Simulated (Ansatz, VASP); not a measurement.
## WC: VASP beside Ansatz

```xyz
2
Lattice="0.0000 2.1780 2.1780 2.1780 0.0000 2.1780 2.1780 2.1780 0.0000" Properties=species:S:1:pos:R:3 pbc="T T T"
W     0.0000    0.0000    0.0000
C     2.1780    2.1780    2.1780
```

Alike in both runs: task single point; functional LDA; k mesh 11 × 11 × 11; no spin polarisation.

```csv
,VASP,Ansatz
version,VASP 6.6.1,Ansatz 0.2.0
potentials or method,"VASP PAW LDA potentials, release 64 (W_sv, C), cutoff 520 eV","plane waves, PAW"
occupations,"methfessel-paxton of order 1, width 0.1 eV","cold, width 0.1 eV"
valence electrons in the cell,18,18
```

|  | VASP | Ansatz | Ansatz less VASP |
| --- | --- | --- | --- |
| pressure (GPa) | -6.6 | -8.8 | -2.25 |

LDA's correlation is that of Perdew and Zunger in VASP and of Perdew and Wang (1992) in Ansatz.

Neither program's run includes spin-orbit coupling.
